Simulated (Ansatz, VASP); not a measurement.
## One calculation of F, two programs

```xyz
2
Lattice="2.3551 0.0000 0.0000 -1.1776 2.0396 0.0000 0.0000 0.0000 2.8577" Properties=species:S:1:pos:R:3 pbc="T T T"
F     0.0000    1.3597    0.7144
F     1.1776    0.6799    2.1433
```

Change from the starting cell: volume scaled by 0.7, PAW files.

Alike in both runs: task single point; functional PBEsol; k mesh 18 × 18 × 10; occupations fermi-dirac, width 0.1 eV; no spin polarisation.

|  | VASP | Ansatz |
| --- | --- | --- |
| version | VASP 6.6.1 | Ansatz 0.2.0 |
| potentials or method | VASP PAW PBE potentials, release 64 (F) | PAW with Ansatz's default frozen-core files, scalar-relativistic |
| plane-wave cutoff (eV) | 520 | 420 |
| valence electrons in the cell | 14 | 14 |

|  | VASP | Ansatz | Ansatz less VASP |
| --- | --- | --- | --- |
| pressure (GPa) | 51.8 | 52.7 | +0.84 |
| traceless stress, the component that is largest in VASP (GPa) | 0.13 | 0.08 | -0.053 |

VASP's potentials were made for PBE, not for PBEsol. Both programs put the cell under a high pressure, so it lies far from rest at this level. With one functional, cell and mesh, what is left measures potentials, basis and numerics.
